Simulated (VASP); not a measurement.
# Al: single point with PBEsol+D3(BJ)

Crystal: Al.

```xyz
1
Lattice="0.0297 1.9813 1.9813 1.9813 0.0297 1.9813 2.0110 2.0110 0.0000" Properties=species:S:1:pos:R:3 pbc="T T T"
Al    0.0000    0.0000    0.0000
```

This cell differs from its parent crystal: strain +0.0300 x Voigt [0, 0, 0, 0, 0, 1].

| Item | Value |
| --- | --- |
| Program | VASP 6.6.1 |
| Task | single point |
| Functional | PBEsol |
| Dispersion | D3(BJ) |
| Potentials or basis | VASP PAW PBE potentials, release 64 (Al) |
| Cutoff | 520 eV |
| k mesh | 26 × 26 × 26 |
| Occupations | gaussian, width 0.15 eV |
| Spin | no spin polarisation |
| Dipole correction | no |
| Further INCAR settings | ALGO = Fast; EDIFF = 1e-06; NBANDS = 8 |

| Property | Result |
| --- | --- |
| Pressure | 0.2 GPa |
| Band gap on the k mesh | zero (an odd number of electrons rules out a gap without spin polarisation) |
| Dispersion energy per atom | -0.337 eV |

Stress tensor (GPa, compression positive):
```
 0.25 -1.54  0.00
-1.54  0.25  0.00
 0.00  0.00  0.10
```

Levels at points of the mesh, in eV from the Fermi level:
| k point | band 1 | band 2 | band 3 | band 4 | band 5 |
| --- | --- | --- | --- | --- | --- |
| (0.00, 0.00, 0.00) | -11.56 | 12.43 | 12.89 | 13.42 | 14.33 |
| (0.50, 0.00, 0.00) | -4.76 | -4.28 | 11.27 | 11.65 | 11.79 |
| (0.50, 0.50, 0.00) | -3.07 | -1.64 | 5.20 | 5.31 | 6.44 |
| (0.00, 0.00, 0.50) | -4.93 | -4.65 | 11.61 | 12.13 | 12.15 |
| (0.50, 0.00, 0.50) | -3.07 | -1.63 | 5.26 | 5.86 | 5.87 |

Wall time 11 min on 1 thread of AMD EPYC 7571, with other jobs on the host, peak memory 0.34 GiB.

Caveat: the cell differs from its parent crystal (strain +0.0300 x Voigt [0, 0, 0, 0, 0, 1]); the PAW data sets were made with another functional, which shifts forces and pressure a little.
